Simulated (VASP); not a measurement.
# SrAgI3 (P6/mmm) in VASP: notebook

SrAgI3 is run at these levels: PBE; tasks: single point.

All numbers are computed with VASP 6.6.1; they aren't measurements. Logs are shortened: lines on timing, memory, paths and dates and some standing lists are left out, and cuts for length are marked.

## 1. The cell of the first run

Symmetry: P6/mmm, No. 191, hexagonal system. The conventional cell has a = 6.954 Å, b = 6.954 Å, c = 6.447 Å, α = 90.00°, β = 90.00°, γ = 120.00°. Within 4.2 Å of Sr (site symmetry 6/mmm) lie 2 Ag at 3.22 Å and 6 I at 3.48 Å. Within 4.2 Å of Ag (site symmetry 6/mmm) lie 2 Sr at 3.22 Å. Within 4.6 Å of I (site symmetry mmm) lie 2 Sr at 3.48 Å and 4 I at 3.48 Å.

## 2. Single point, PBE

Contents of INCAR:

```
PREC = Accurate ; ENCUT = 520
EDIFF = 1E-7 ; ISMEAR = 0
SIGMA = 0.1 ; LREAL = False
LASPH = True ; NELM = 100
ALGO = Normal ; ISIF = 2
LWAVE = False ; LCHARG = True
GGA = PE ; LELF = True
LVHAR = True ; NBANDS = 29
```

Contents of KPOINTS:

```
regular mesh
0
Gamma
  3 3 4
```

Contents of POSCAR:

```
SrAgI3
1.0
    6.9536729924      0.0000000000      0.0000000000
   -3.4768364962      6.0220574611      0.0000000000
    0.0000000000      0.0000000000      6.4471114602
Sr Ag I
1 1 3
Direct
    0.0000000000      0.0000000000      0.5000000000
    0.0000000000      0.0000000000      0.0000000000
    0.5000000000      0.0000000000      0.5000000000
    0.0000000000      0.5000000000      0.5000000000
    0.5000000000      0.5000000000      0.5000000000
```

Potentials or basis: VASP PAW PBE potentials, release 64 (Sr_sv, Ag, I).

Run with:

```console
$ cat potpaw_PBE.64/Sr_sv/POTCAR potpaw_PBE.64/Ag/POTCAR potpaw_PBE.64/I/POTCAR > POTCAR
$ mpirun -np 1 vasp_std > vasp.out
```

OUTCAR:

```text
PREC = Accurate
   ENCUT = 520
   EDIFF = 1E-7
   ISMEAR = 0
   LREAL = False
   LASPH = True
   NELM = 100
   ISIF = 2
   GGA = PE

 ion  position               nearest neighbor table
   1  0.000  0.000  0.500-   2 3.22   2 3.22   3 3.48   3 3.48   4 3.48   4 3.48   5 3.48   5 3.48

   2  0.000  0.000  0.000-   1 3.22   1 3.22
   3  0.500  0.000  0.500-   1 3.48   1 3.48   5 3.48   5 3.48   4 3.48   4 3.48
   4  0.000  0.500  0.500-   5 3.48   5 3.48   1 3.48   1 3.48   3 3.48   3 3.48
   5  0.500  0.500  0.500-   4 3.48   4 3.48   1 3.48   3 3.48   3 3.48   1 3.48

  LATTYP: Found a hexagonal cell.
 ALAT       =     6.9536729924
 C/A-ratio  =     0.9271519479

  Lattice vectors:

 A1 = (   6.9536729924,   0.0000000000,   0.0000000000)
 A2 = (  -3.4768364962,   6.0220574611,   0.0000000000)
 A3 = (   0.0000000000,   0.0000000000,   6.4471114602)

Analysis of symmetry for initial positions (statically):
=====================================================================
 Subroutine PRICEL returns:
 Original cell was already a primitive cell.

 Routine SETGRP: Setting up the symmetry group for a
 hexagonal supercell.

 Subroutine GETGRP returns: Found 24 space group operations
 (whereof 24 operations were pure point group operations)
 out of a pool of 24 trial point group operations.

The static configuration has the point symmetry D_6h.

Analysis of symmetry for dynamics (positions and initial velocities):
=====================================================================
 Subroutine PRICEL returns:
 Original cell was already a primitive cell.

 Routine SETGRP: Setting up the symmetry group for a
 hexagonal supercell.

 Subroutine GETGRP returns: Found 24 space group operations
 (whereof 24 operations were pure point group operations)
 out of a pool of 24 trial point group operations.

The dynamic configuration has the point symmetry D_6h.

 Subroutine INISYM returns: Found 24 space group operations
 (whereof 24 operations are pure point group operations),
 and found     1 'primitive' translations

----------------------------------------------------------------------------------------

                                     Primitive cell

  volume of cell :     269.9755

  direct lattice vectors                    reciprocal lattice vectors
     6.953672992  0.000000000  0.000000000     0.143808891  0.083028102  0.000000000
    -3.476836496  6.022057461  0.000000000     0.000000000  0.166056204  0.000000000
     0.000000000  0.000000000  6.447111460     0.000000000  0.000000000  0.155108223

  length of vectors
     6.953672992  6.953672992  6.447111460     0.166056204  0.166056204  0.155108223

  position of ions in fractional coordinates (direct lattice)
     0.000000000  0.000000000  0.500000000
     0.000000000  0.000000000  0.000000000
     0.500000000  0.000000000  0.500000000
     0.000000000  0.500000000  0.500000000
     0.500000000  0.500000000  0.500000000

  ion indices of the primitive-cell ions
   primitive index   ion index
                 1           1
                 2           2
                 3           3
                 4           4
                 5           5

----------------------------------------------------------------------------------------

 KPOINTS: regular mesh

Automatic generation of k-mesh.
 Grid dimensions read from file:
 generate k-points for:    3    3    4

 Generating k-lattice:

  Cartesian coordinates                     Fractional coordinates (reciprocal lattice)
     0.047936297  0.027676034  0.000000000     0.333333333  0.000000000  0.000000000
     0.000000000  0.055352068  0.000000000     0.000000000  0.333333333  0.000000000
     0.000000000  0.000000000  0.038777056     0.000000000  0.000000000  0.250000000

  Length of vectors
     0.055352068  0.055352068  0.038777056

  Shift w.r.t. Gamma in fractional coordinates (k-lattice)
     0.000000000  0.000000000  0.000000000

 Subroutine IBZKPT returns following result:
 ===========================================

 Found      9 irreducible k-points:

 Following reciprocal coordinates:
            Coordinates               Weight
  0.000000  0.000000  0.000000      1.000000
  0.333333 -0.000000  0.000000      6.000000
  0.333333  0.333333  0.000000      2.000000
  0.000000  0.000000  0.250000      2.000000
  0.333333 -0.000000  0.250000     12.000000
  0.333333  0.333333  0.250000      4.000000
  0.000000  0.000000  0.500000      1.000000
  0.333333 -0.000000  0.500000      6.000000
  0.333333  0.333333  0.500000      2.000000
   k-points           NKPTS =      9   k-points in BZ     NKDIM =      9   number of bands    NBANDS=     29
   number of dos      NEDOS =    301   number of ions     NIONS =      5
   total plane-waves  NPLWV = 139968
   dimension x,y,z NGX =    54 NGY =   54 NGZ =   48
   dimension x,y,z NGXF=   108 NGYF=  108 NGZF=   96
   ions per type =               1   1   3
   NGX,Y,Z   is equivalent  to a cutoff of  12.91, 12.91, 12.38 a.u.
   NGXF,Y,Z  is equivalent  to a cutoff of  25.82, 25.82, 24.75 a.u.
 SYSTEM =  unknown system
   PREC   = accura    normal or accurate (medium, high low for compatibility)
   ISTART =      0    job   : 0-new  1-cont  2-samecut
   ICHARG =      2    charge: 1-file 2-atom 10-const
   ISPIN  =      1    spin polarized calculation?
   LNONCOLLINEAR =      F non collinear calculations
   LSORBIT =      F    spin-orbit coupling
   LASPH  =      T    aspherical Exc in radial PAW
   ENCUT  =  520.0 eV  38.22 Ry    6.18 a.u.  12.93 12.93 11.99*2*pi/ulx,y,z
   NELM   =    100;   NELMIN=  2; NELMDL= -5     # of ELM steps
   EDIFF  = 0.1E-06   stopping-criterion for ELM
   LREAL  =      F    real-space projection
   EDIFFG = 0.1E-05   stopping-criterion for IOM
   NSW    =      0    number of steps for IOM
   IBRION =     -1    ionic relax: 0-MD 1-quasi-New 2-CG
   NFREE  =      0    steps in history (QN), initial steepest desc. (CG)
   ISIF   =      2    stress and relaxation
   ISYM   =      2    0-nonsym 1-usesym 2-fastsym
   POTIM  = 0.5000    time-step for ionic-motion
   TEBEG  =    0.0;   TEEND  =   0.0 temperature during run
   PSTRESS=    0.0 pullay stress
   NELECT =      42.0000    total number of electrons
   NUPDOWN=      -1.0000    fix difference up-down
   EMIN   =  10.00;   EMAX   =-10.00  energy-range for DOS
   EFERMI =   0.00;   METHOD = LEGACY
   ISMEAR =     0;   SIGMA  =   0.10  broadening in eV -4-tet -1-fermi 0-gaus
   EFERMI_NEDOS =   21; number of points for ismear=-14 and -15
   IALGO  =     38    algorithm
   IMIX   =      4    mixing-type and parameters
     AMIX     =   0.40;   BMIX     =  1.00
     AMIX_MAG =   1.60;   BMIX_MAG =  1.00
  volume/ion in A,a.u.               =      54.00       364.38
  Fermi-wavevector in a.u.,A,eV,Ry     =   0.880474  1.663854 10.547703  0.775234
  Thomas-Fermi vector in A             =   2.000839
   LORBIT       =      0    0 simple, 1 ext, 2 COOP (PROOUT), +10 PAW based schemes
   GGA     = PE    functional components
   LHFCALC =     F    Hartree Fock is set to
   AEXX    =    0.0000 exact exchange contribution
   IVDW    =     0    specifies the selected vdW correction
   LEPSILON=     F    determine dielectric tensor
   LRPA    =     F    only Hartree local field effects (RPA)
 non-spin polarized calculation
 Gauss-broadening in eV      SIGMA  =   0.10
  energy-cutoff  :      520.00
  volume of cell :      269.98
 maximum number of plane-waves:      7301
 NGX is ok and might be reduce to    54
   NGX = 25   NGY = 25   NGZ = 23

 number of electron      42.0000003 magnetization

 Free energy of the ion-electron system (eV)
  ---------------------------------------------------
  ext. energy  EPLUGINS =         0.00000000
  ---------------------------------------------------
  free energy    TOTEN  =       -10.27430718 eV

  energy without entropy =      -10.24434755  energy(sigma->0) =      -10.25932737

 E-fermi :   0.7836     XC(G=0):  -6.6455

 val. band max:        0.5344284655   @ k =   0.3333   0.3333   0.2500
 cond. band min:       0.8311805717   @ k =   0.3333   0.3333   0.5000
 fundamental gap:      0.2967521061
 Fermi energy:         0.7836376781

 k-point     1 :       0.0000    0.0000    0.0000
  band No.  band energies     occupation
      1     -35.1642      2.00000
      2     -17.1489      2.00000
      3     -17.1470      2.00000
      4     -17.1470      2.00000
      5     -12.4456      2.00000
      6     -11.2464      2.00000
[... 21 lines left out ...]
     28       4.8264      0.00000
     29       5.3708      0.00000

 k-point     2 :       0.3333   -0.0000    0.0000
  band No.  band energies     occupation
      1     -35.1642      2.00000
      2     -17.1554      2.00000
      3     -17.1494      2.00000
      4     -17.1488      2.00000
      5     -12.2028      2.00000
      6     -11.5516      2.00000
[... 21 lines left out ...]
     28       5.0105      0.00000
     29       5.2862      0.00000

 k-point     3 :       0.3333    0.3333    0.0000
  band No.  band energies     occupation
      1     -35.1642      2.00000
      2     -17.1551      2.00000
      3     -17.1551      2.00000
      4     -17.1487      2.00000
      5     -11.8745      2.00000
      6     -11.8745      2.00000
[... 21 lines left out ...]
     28       5.4295      0.00000
     29       5.4295      0.00000

 k-point     4 :       0.0000    0.0000    0.2500
  band No.  band energies     occupation
      1     -35.1641      2.00000
      2     -17.1529      2.00000
      3     -17.1471      2.00000
      4     -17.1471      2.00000
      5     -12.4448      2.00000
      6     -11.2458      2.00000
[... 117 lines left out ...]
     28       4.1874      0.00000
     29       5.7736      0.00000

 k-point     8 :       0.3333   -0.0000    0.5000
  band No.  band energies     occupation
      1     -35.1640      2.00000
      2     -17.1569      2.00000
      3     -17.1555      2.00000
      4     -17.1495      2.00000
      5     -12.2012      2.00000
      6     -11.5503      2.00000
[... 21 lines left out ...]
     28       5.7165      0.00000
     29       6.1786      0.00000

 k-point     9 :       0.3333    0.3333    0.5000
  band No.  band energies     occupation
      1     -35.1640      2.00000
      2     -17.1568      2.00000
      3     -17.1552      2.00000
      4     -17.1552      2.00000
      5     -11.8731      2.00000
      6     -11.8731      2.00000
[... 21 lines left out ...]
     28       6.2179      0.00000
     29       6.2189      0.00000

------------------------ aborting loop because EDIFF is reached ----------------------------------------

  FORCE on cell =-STRESS in cart. coord.  units (eV):
  Direction    XX          YY          ZZ          XY          YZ          ZX
  --------------------------------------------------------------------------------------
  -------------------------------------------------------------------------------------
  Total       -0.1780701     -0.1780701     -0.4075328      0.0000000     -0.0000000      0.0000000
  in kB       -1.0567620     -1.0567620     -2.4185150      0.0000000     -0.0000000      0.0000000
  external PRESSURE =      -1.5106796 kB  Pullay stress =       0.0000000 kB

 VOLUME and BASIS-vectors are now :
 -----------------------------------------------------------------------------
  energy-cutoff  :      520.00
  volume of cell :      269.98
      direct lattice vectors                 reciprocal lattice vectors
     6.953672992  0.000000000  0.000000000     0.143808891  0.083028102  0.000000000
    -3.476836496  6.022057461  0.000000000     0.000000000  0.166056204  0.000000000
     0.000000000  0.000000000  6.447111460     0.000000000  0.000000000  0.155108223

 POSITION                                       TOTAL-FORCE (eV/Angst)
 -----------------------------------------------------------------------------------
      0.00000      0.00000      3.22356         0.000000      0.000000      0.000000
      0.00000      0.00000      0.00000         0.000000      0.000000      0.000000
      3.47684      0.00000      3.22356        -0.000000      0.000000      0.000000
     -1.73842      3.01103      3.22356        -0.000000      0.000000      0.000000
      1.73842      3.01103      3.22356         0.000000      0.000000      0.000000
 -----------------------------------------------------------------------------------
    total drift:                               -0.000000     -0.000000      0.000000

  FREE ENERGIE OF THE ION-ELECTRON SYSTEM (eV)
  ---------------------------------------------------
  free  energy   TOTEN  =       -10.2743071825 eV

  energy  without entropy=      -10.2443475545  energy(sigma->0) =      -10.25932737
```

Wall time 49 s (1 thread of Intel Xeon 6975P-C (Granite Rapids), shared host); peak memory 0.41 GiB.

What came out:

- Free energy: -10.2743 eV
- Pressure: -0.2 GPa
- Band gap on the k mesh: zero (band 21 reaches 1.09 eV, above the bottom of band 22 at 0.34 eV)

Levels at points of the mesh, in eV from the Fermi level:
```tsv
k point	band 18	band 19	band 20	band 21	band 22	band 23	band 24	band 25
(0.00, 0.00, 0.00)	-1.53	-0.79	-0.77	0.30	0.30	2.74	3.28	3.28
(0.00, 0.00, 0.50)	-1.57	-0.77	0.21	0.30	0.30	1.26	2.36	2.36
```

Caveat: spin-orbit coupling is left out, which moves the levels of the heavy elements.

## 3. Single point, PBE

This run uses another cell than the first one, of 45.65 Å³/atom, 0.845 times its volume.

Contents of INCAR:

```
SYSTEM = SrAgI3
PREC = Accurate ; ENCUT = 520
EDIFF = 1E-7 ; ISMEAR = 0
SIGMA = 0.1 ; LREAL = .FALSE.
LASPH = .TRUE. ; NELM = 100
ALGO = Normal ; ISIF = 2
LWAVE = .FALSE. ; LCHARG = .TRUE.
GGA = PE ; LELF = .TRUE.
LVHAR = .TRUE. ; NBANDS = 29
```

Contents of KPOINTS:

```
Automatic mesh
0
G
  6 6 2
  0 0 0
```

Changes to POSCAR since step 2:

```diff
@@ -2,5 +2,5 @@
 1.0
-    6.9536729924      0.0000000000      0.0000000000
-   -3.4768364962      6.0220574611      0.0000000000
-    0.0000000000      0.0000000000      6.4471114602
+    5.7346691300      0.0000000000      0.0000000000
+   -2.8673345700      4.9663691500      0.0000000000
+    0.0000000000      0.0000000000      8.0143005000
 Sr Ag I
```

Potentials or basis: VASP PAW PBE potentials, release 64 (Sr_sv, Ag, I).

Run with:

```console
$ cat potpaw_PBE.64/Sr_sv/POTCAR potpaw_PBE.64/Ag/POTCAR potpaw_PBE.64/I/POTCAR > POTCAR
$ mpirun -np 1 vasp_std > vasp.out
```

It took 71 s on 1 thread of Intel Xeon 6975P-C (Granite Rapids), shared host; peak memory 0.41 GiB.

It converged, with:

```
Free energy            : -4.0710 eV
Pressure               : 16.3 GPa
Band gap on the k mesh : zero (band 21 reaches 4.05 eV, above the bottom of band 22 at 2.45 eV)
```

Stress tensor (GPa, compression positive):
```
25.46  0.00  0.00
 0.00 25.46  0.00
 0.00  0.00 -2.10
```

Levels at points of the mesh, in eV from the Fermi level:
| k point | band 18 | band 19 | band 20 | band 21 | band 22 | band 23 | band 24 | band 25 |
| --- | --- | --- | --- | --- | --- | --- | --- | --- |
| (0.00, 0.00, 0.00) | -2.62 | -0.98 | -0.43 | 1.33 | 1.33 | 1.89 | 1.89 | 1.91 |
| (0.50, 0.00, 0.00) | -2.67 | -2.63 | -2.60 | -0.36 | 0.88 | 2.12 | 2.35 | 2.76 |
| (0.00, 0.00, 0.50) | -2.60 | -0.43 | -0.37 | 0.65 | 1.24 | 1.24 | 1.89 | 1.89 |
| (0.50, 0.00, 0.50) | -2.71 | -2.62 | -2.60 | -0.01 | 0.88 | 1.30 | 2.65 | 2.92 |

Caveat: the k points lie up to 0.39 Å⁻¹ apart; spin-orbit coupling is left out, which moves the levels of the heavy elements.

## 4. Single point, PBE

Contents of INCAR:

```
SYSTEM = SrAgI3
PREC = Accurate
ENCUT = 520
EDIFF = 1E-6
ISMEAR = 0
SIGMA = 0.1
LREAL = .False.
LASPH = .True.
NELM = 100
ALGO = Normal
ISIF = 2
LWAVE = .False.
LCHARG = .False.
GGA = PE
NBANDS = 29
```

Contents of KPOINTS:

```
Automatic mesh
0
Gamma
  6 6 2
  0 0 0
```

Changes to POSCAR since step 3:

```diff
@@ -2,5 +2,5 @@
 1.0
-    5.7346691300      0.0000000000      0.0000000000
-   -2.8673345700      4.9663691500      0.0000000000
-    0.0000000000      0.0000000000      8.0143005000
+    6.9536729924      0.0000000035      0.0000000000
+   -3.4768364992      6.0220574593      0.0000000000
+    0.0000000000      0.0000000000      6.4471114602
 Sr Ag I
```

Run with:

```console
$ cat potpaw_PBE.64/Sr_sv/POTCAR potpaw_PBE.64/Ag/POTCAR potpaw_PBE.64/I/POTCAR > POTCAR
$ mpirun -np 1 vasp_std > vasp.out
```

Run time: 62 s. Hardware: 1 thread of Intel Xeon 6975P-C (Granite Rapids), shared host; peak memory 0.43 GiB.

The run converged. Its results:

| Item | Value |
| --- | --- |
| Free energy | -10.0668 eV |
| Pressure | 0.2 GPa |
| Band gap on the k mesh | zero (band 21 reaches 1.23 eV, above the bottom of band 22 at 0.21 eV) |

Stress tensor (GPa, compression positive):
```
0.28 0.00 0.00
0.00 0.28 0.00
0.00 0.00 0.12
```

Levels at points of the mesh, in eV from the Fermi level:
| k point | band 18 | band 19 | band 20 | band 21 | band 22 | band 23 | band 24 | band 25 |
| --- | --- | --- | --- | --- | --- | --- | --- | --- |
| (0.00, 0.00, 0.00) | -1.37 | -0.87 | -0.59 | 0.50 | 0.50 | 2.82 | 3.29 | 3.29 |
| (0.50, 0.00, 0.00) | -2.10 | -1.91 | -1.41 | -0.56 | 0.22 | 3.08 | 3.38 | 3.60 |
| (0.00, 0.00, 0.50) | -1.41 | -0.59 | 0.14 | 0.51 | 0.51 | 1.25 | 2.37 | 2.37 |
| (0.50, 0.00, 0.50) | -2.10 | -2.04 | -1.50 | -0.04 | 0.22 | 1.73 | 2.80 | 3.28 |

Caveat: the k points lie up to 0.49 Å⁻¹ apart; spin-orbit coupling is left out, which moves the levels of the heavy elements.

## 5. The runs side by side

| cell | k mesh | gap on the mesh (eV) | pressure (GPa) |
| --- | --- | --- | --- |
| a = 6.954, b = 6.954, c = 6.447 Å, angles 90.0, 90.0, 120.0°, 5 atoms | 3 × 3 × 4 | none | -0.2 |
| a = 5.735, b = 5.735, c = 8.014 Å, angles 90.0, 90.0, 120.0°, 5 atoms | 6 × 6 × 2 | none | 16.3 |
| a = 6.954, b = 6.954, c = 6.447 Å, angles 90.0, 90.0, 120.0°, 5 atoms | 6 × 6 × 2 | none | 0.2 |

Alike in all rows: task single point; level PBE; potentials or basis VASP PAW PBE potentials, release 64 (Sr_sv, Ag, I); no spin polarisation; cutoff (eV) 520; smearing gaussian 0.1 eV.

Caveats: some runs use coarse meshes; spin-orbit coupling is left out, which moves the levels of the heavy elements.

Total energies depend on the potentials used, so only differences within one code and one set of settings carry meaning.
